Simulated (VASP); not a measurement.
# CdP (Fm-3m) in VASP: relaxation of cell and atoms with PBE

Aim: the relaxation of cell and atoms of CdP with PBE.

All numbers are computed with VASP 6.6.1; they aren't measurements. Logs are shortened: lines on timing, memory, paths and dates and some standing lists are left out, and cuts for length are marked.

**1. The cell of the first run**

It takes space group Fm-3m (No. 225, cubic). Conventional cell: a = 5.469 Å, b = 5.469 Å, c = 5.469 Å, α = 90.00°, β = 90.00°, γ = 90.00°. Within 3.6 Å of Cd (site symmetry m-3m) lie 6 P at 2.73 Å. P (site symmetry m-3m) has 6 Cd at 2.73 Å within 3.6 Å.

**2. Relaxation of cell and atoms, PBE**

INCAR reads:

```
ALGO = Normal ; EDIFF = 1E-6
EDIFFG = -0.01 ; ENCUT = 600
GGA = PE ; IBRION = 2
ISIF = 3 ; ISMEAR = 0
LASPH = True ; LCHARG = False
LREAL = False ; LWAVE = False
NELM = 100 ; NSW = 100
PREC = Accurate ; SIGMA = 0.1
```

KPOINTS reads:

```
k-points
0
Gamma
  18 18 18
```

POSCAR reads:

```
CdP
1.0
    0.0000000000      2.7345798547      2.7345798547
    2.7345798547      0.0000000000      2.7345798547
    2.7345798547      2.7345798547      0.0000000000
Cd P
1 1
Direct
    0.0000000000      0.0000000000      0.0000000000
    0.5000000000      0.5000000000      0.5000000000
```

Potentials or basis: VASP PAW PBE potentials, release 64 (Cd, P).

Run with:

```
$ cat potpaw_PBE.64/Cd/POTCAR potpaw_PBE.64/P/POTCAR > POTCAR
$ mpirun -np 1 vasp_std > vasp.out
```

OUTCAR:

```text
EDIFF = 1E-6
   EDIFFG = -0.01
   ENCUT = 600
   GGA = PE
   IBRION = 2
   ISIF = 3
   ISMEAR = 0
   LASPH = True
   LREAL = False
   NELM = 100
   NSW = 100
   PREC = Accurate

 ion  position               nearest neighbor table
   1  0.000  0.000  0.000-   2 2.73   2 2.73   2 2.73   2 2.73   2 2.73   2 2.73
   2  0.500  0.500  0.500-   1 2.73   1 2.73   1 2.73   1 2.73   1 2.73   1 2.73

  LATTYP: Found a face centered cubic cell.
 ALAT       =     5.4691597094

  Lattice vectors:

 A1 = (   0.0000000000,   2.7345798547,   2.7345798547)
 A2 = (   2.7345798547,   0.0000000000,   2.7345798547)
 A3 = (   2.7345798547,   2.7345798547,   0.0000000000)

Analysis of symmetry for initial positions (statically):
=====================================================================
 Subroutine PRICEL returns:
 Original cell was already a primitive cell.

 Routine SETGRP: Setting up the symmetry group for a
 face centered cubic supercell.

 Subroutine GETGRP returns: Found 48 space group operations
 (whereof 48 operations were pure point group operations)
 out of a pool of 48 trial point group operations.

The static configuration has the point symmetry O_h .

Analysis of symmetry for dynamics (positions and initial velocities):
=====================================================================
 Subroutine PRICEL returns:
 Original cell was already a primitive cell.

 Routine SETGRP: Setting up the symmetry group for a
 face centered cubic supercell.

 Subroutine GETGRP returns: Found 48 space group operations
 (whereof 48 operations were pure point group operations)
 out of a pool of 48 trial point group operations.

The dynamic configuration has the point symmetry O_h .

 Subroutine INISYM returns: Found 48 space group operations
 (whereof 48 operations are pure point group operations),
 and found     1 'primitive' translations

----------------------------------------------------------------------------------------

                                     Primitive cell

  volume of cell :      40.8980

  direct lattice vectors                    reciprocal lattice vectors
     0.000000000  2.734579855  2.734579855    -0.182843445  0.182843445  0.182843445
     2.734579855  0.000000000  2.734579855     0.182843445 -0.182843445  0.182843445
     2.734579855  2.734579855  0.000000000     0.182843445  0.182843445 -0.182843445

  length of vectors
     3.867279918  3.867279918  3.867279918     0.316694136  0.316694136  0.316694136

  position of ions in fractional coordinates (direct lattice)
     0.000000000  0.000000000  0.000000000
     0.500000000  0.500000000  0.500000000

  ion indices of the primitive-cell ions
   primitive index   ion index
                 1           1
                 2           2

----------------------------------------------------------------------------------------

 KPOINTS: k-points

Automatic generation of k-mesh.
 Grid dimensions read from file:
 generate k-points for:   18   18   18

 Generating k-lattice:

  Cartesian coordinates                     Fractional coordinates (reciprocal lattice)
    -0.010157969  0.010157969  0.010157969     0.055555556  0.000000000  0.000000000
     0.010157969 -0.010157969  0.010157969     0.000000000  0.055555556  0.000000000
     0.010157969  0.010157969 -0.010157969     0.000000000  0.000000000  0.055555556

  Length of vectors
     0.017594119  0.017594119  0.017594119

  Shift w.r.t. Gamma in fractional coordinates (k-lattice)
     0.000000000  0.000000000  0.000000000

 Subroutine IBZKPT returns following result:
 ===========================================

 Found    195 irreducible k-points:

 Following reciprocal coordinates:
            Coordinates               Weight
  0.000000  0.000000  0.000000      1.000000
  0.055556  0.000000  0.000000      8.000000
[... 57 lines left out ...]
   EFERMI_NEDOS =   21; number of points for ismear=-14 and -15
   IALGO  =     38    algorithm
   IMIX   =      4    mixing-type and parameters
     AMIX     =   0.40;   BMIX     =  1.00
     AMIX_MAG =   1.60;   BMIX_MAG =  1.00
  volume/ion in A,a.u.               =      20.45       138.00
  Fermi-wavevector in a.u.,A,eV,Ry     =   1.221773  2.308816 20.309815  1.492729
  Thomas-Fermi vector in A             =   2.356943
   LORBIT       =      0    0 simple, 1 ext, 2 COOP (PROOUT), +10 PAW based schemes
   GGA     = PE    functional components
   LHFCALC =     F    Hartree Fock is set to
   AEXX    =    0.0000 exact exchange contribution
   IVDW    =     0    specifies the selected vdW correction
   LEPSILON=     F    determine dielectric tensor
   LRPA    =     F    only Hartree local field effects (RPA)
 conjugate gradient relaxation of ions
 non-spin polarized calculation
 Gauss-broadening in eV      SIGMA  =   0.10
  energy-cutoff  :      600.00
  volume of cell :       40.90
 maximum number of plane-waves:      1384
   NGX = 15   NGY = 15   NGZ = 15

--------------------------------------- Ionic step        1  -------------------------------------------

 number of electron      16.9999997 magnetization

 Free energy of the ion-electron system (eV)
  ---------------------------------------------------
  ext. energy  EPLUGINS =         0.00000000
  ---------------------------------------------------
  free energy    TOTEN  =        -5.62546091 eV

  energy without entropy =       -5.62048927  energy(sigma->0) =       -5.62297509

------------------------ aborting loop because EDIFF is reached ----------------------------------------

  FORCE on cell =-STRESS in cart. coord.  units (eV):
  Direction    XX          YY          ZZ          XY          YZ          ZX
  --------------------------------------------------------------------------------------
  -------------------------------------------------------------------------------------
  Total        0.0407174      0.0407174      0.0407174      0.0000000     -0.0000000     -0.0000000
  in kB        1.5951015      1.5951015      1.5951015      0.0000000     -0.0000000     -0.0000000
  external PRESSURE =       1.5951015 kB  Pullay stress =       0.0000000 kB

 VOLUME and BASIS-vectors are now :
 -----------------------------------------------------------------------------
  energy-cutoff  :      600.00
  volume of cell :       40.90
      direct lattice vectors                 reciprocal lattice vectors
     0.000000000  2.734579855  2.734579855    -0.182843445  0.182843445  0.182843445
     2.734579855  0.000000000  2.734579855     0.182843445 -0.182843445  0.182843445
     2.734579855  2.734579855  0.000000000     0.182843445  0.182843445 -0.182843445

 POSITION                                       TOTAL-FORCE (eV/Angst)
 -----------------------------------------------------------------------------------
      0.00000      0.00000      0.00000         0.000000     -0.000000      0.000000
      2.73458      2.73458      2.73458        -0.000000      0.000000     -0.000000
 -----------------------------------------------------------------------------------
    total drift:                                0.000000     -0.000000     -0.000000

  FREE ENERGIE OF THE ION-ELECTRON SYSTEM (eV)
  ---------------------------------------------------
  free  energy   TOTEN  =        -5.6254609051 eV

  energy  without entropy=       -5.6204892747  energy(sigma->0) =       -5.62297509

--------------------------------------- Ionic step        2  -------------------------------------------

 number of electron      16.9999997 magnetization

 Free energy of the ion-electron system (eV)
  ---------------------------------------------------
  ext. energy  EPLUGINS =         0.00000000
  ---------------------------------------------------
  free energy    TOTEN  =        -5.62550476 eV

  energy without entropy =       -5.62050972  energy(sigma->0) =       -5.62300724

 E-fermi :   3.6687     XC(G=0): -10.4930

 val. band max:        3.6652335311   @ k =   0.5000   0.1667   0.0000
 cond. band min:       3.6732317642   @ k =   0.1667   0.1111   0.0000
 fundamental gap:      0.0079982331
 Fermi energy:         3.6686617390

 k-point     1 :       0.0000    0.0000    0.0000
  band No.  band energies     occupation
      1      -7.9117      2.00000
      2      -4.6341      2.00000
      3      -4.6341      2.00000
      4      -4.5924      2.00000
      5      -4.5924      2.00000
      6      -4.5924      2.00000
      7       3.8507      0.01003
      8       3.8507      0.01003
      9       3.8507      0.01003
     10       6.0290      0.00000
     11      11.9425      0.00000
     12      11.9425      0.00000
[... 331 lines left out ...]
 k-point    24 :      -0.2222    0.0556    0.0000
  band No.  band energies     occupation
      1      -7.2307      2.00000
      2      -4.7676      2.00000
      3      -4.7355      2.00000
      4      -4.6362      2.00000
      5      -4.5088      2.00000
      6      -4.4782      2.00000
      7       0.8632      2.00000
      8       3.7153      0.50970
      9       4.3873      0.00000
     10       8.0051      0.00000
     11      10.1961      0.00000
     12      10.2160      0.00000

 [... further k-points ...]

------------------------ aborting loop because EDIFF is reached ----------------------------------------

  FORCE on cell =-STRESS in cart. coord.  units (eV):
  Direction    XX          YY          ZZ          XY          YZ          ZX
  --------------------------------------------------------------------------------------
  -------------------------------------------------------------------------------------
  Total       -0.0102861     -0.0102861     -0.0102861      0.0000000      0.0000000     -0.0000000
  in kB       -0.4017714     -0.4017714     -0.4017714      0.0000000      0.0000000     -0.0000000
  external PRESSURE =      -0.4017714 kB  Pullay stress =       0.0000000 kB

 VOLUME and BASIS-vectors are now :
 -----------------------------------------------------------------------------
  energy-cutoff  :      600.00
  volume of cell :       41.02
      direct lattice vectors                 reciprocal lattice vectors
     0.000000000  2.737265641  2.737265641    -0.182664040  0.182664040  0.182664040
     2.737265641 -0.000000000  2.737265641     0.182664040 -0.182664040  0.182664040
     2.737265641  2.737265641 -0.000000000     0.182664040  0.182664040 -0.182664040

 POSITION                                       TOTAL-FORCE (eV/Angst)
 -----------------------------------------------------------------------------------
      2.73727      5.47453      2.73727        -0.000000     -0.000000      0.000000
      2.73727      2.73727      2.73727         0.000000      0.000000     -0.000000
 -----------------------------------------------------------------------------------
    total drift:                               -0.000000     -0.000000     -0.000000

  FREE ENERGIE OF THE ION-ELECTRON SYSTEM (eV)
  ---------------------------------------------------
  free  energy   TOTEN  =        -5.6255047631 eV

  energy  without entropy=       -5.6205097158  energy(sigma->0) =       -5.62300724

 reached required accuracy - stopping structural energy minimisation
```

Wall time 73 s (1 thread of Intel Xeon 6975P-C (Granite Rapids), shared host); peak memory 0.28 GiB.

Results:

```
Free energy                           : -5.6255 eV
Relaxed volume                        : 20.51 Å³/atom
Relaxed cell                          : a = 3.871 Å, b = 3.871 Å, c = 3.871 Å, α = 60.00°, β = 60.00°, γ = 60.00°
Space group after relaxing (to 0.1 Å) : Fm-3m (No. 225)
Energy gained by relaxing             : 0.0 meV/atom
Ionic steps                           : 2
Pressure after relaxing               : 0.0 GPa
Band gap on the k mesh                : zero (an odd number of electrons rules out a gap without spin polarisation)
```

Final structure:
```xyz
2
Lattice="0.0000 2.7373 2.7373 2.7373 0.0000 2.7373 2.7373 2.7373 0.0000" Properties=species:S:1:pos:R:3 pbc="T T T"
Cd    2.7373    5.4745    2.7373
P     2.7373    2.7373    2.7373
```

Levels at points of the mesh, in eV from the Fermi level:
```csv
k point,band 7,band 8,band 9,band 10,band 11,band 12
"(0.00, 0.00, 0.00)",0.18,0.18,0.18,2.36,8.27,8.27
"(0.50, 0.00, 0.00)",-5.14,0.94,0.94,3.50,4.99,4.99
"(0.50, 0.50, 0.00)",-4.33,-1.73,-1.73,-0.21,5.06,11.20
```

Caveat: an odd number of electrons without spin polarisation forces a metal; a magnetic or distorted state may lie lower.
